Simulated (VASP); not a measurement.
Write the native input for VASP 6.6.1 that does the following.

* Task: single point
* Functional: PBE
* Potentials or basis: VASP PAW PBE potentials, release 64 (W_sv, C)
* Cutoff: 520 eV
* k mesh: 24 × 24 × 24
* Occupations: gaussian, width 0.15 eV
* Spin: no spin polarisation
* Dipole correction: no
* Further INCAR settings: ALGO = Normal; EDIFF = 1e-06; NBANDS = 16

The structure of WC lies in POSCAR:

```
WC
1.0
    0.0000000000      2.2228610206      2.1900108577
    2.1900108577      0.0000000000      2.1900108577
    2.1900108577      2.2228610206      0.0000000000
W C
1 1
Direct
    0.0000000000      0.0000000000      0.0000000000
    0.5000000000      0.5000000000      0.5000000000
```

This cell differs from its parent crystal: strain +0.0150 x Voigt [0, 1, 0, 0, 0, 0].

The input as run:

INCAR

```
ALGO     = Normal         # electronic algorithm
EDIFF    = 1E-6           # SCF threshold, eV
ENCUT    = 520            # plane-wave cutoff, eV
GGA      = PE             # functional
ISIF     = 2              # what is computed and relaxed
ISMEAR   = 0              # smearing method
LASPH    = True           # aspherical terms in the spheres
LCHARG   = False          # write CHGCAR
LREAL    = False          # projectors in reciprocal space
LWAVE    = False          # write WAVECAR
NBANDS   = 16             # bands
NELM     = 100            # most SCF steps
PREC     = Accurate       # precision mode
SIGMA    = 0.15           # smearing width, eV
```

KPOINTS

```
k-points
0
Gamma
  24 24 24
```

Potentials or basis: VASP PAW PBE potentials, release 64 (W_sv, C).

Run with:

```sh
$ cat potpaw_PBE.64/W_sv/POTCAR potpaw_PBE.64/C/POTCAR > POTCAR
$ mpirun -np 1 vasp_std > vasp.out
```

Results of the run:

The pressure is -4.2 GPa. The band gap on the k mesh is zero (band 9 reaches 13.20 eV, above the bottom of band 10 at 10.17 eV).

Caveat: the cell differs from its parent crystal (strain +0.0150 x Voigt [0, 1, 0, 0, 0, 0]); spin-orbit coupling is left out, which moves the levels of the heavy elements.

It took 3.1 min on 1 thread of AMD EPYC 9R45 96-Core Processor (Zen 5), with other jobs on the host, peak memory 0.42 GiB.
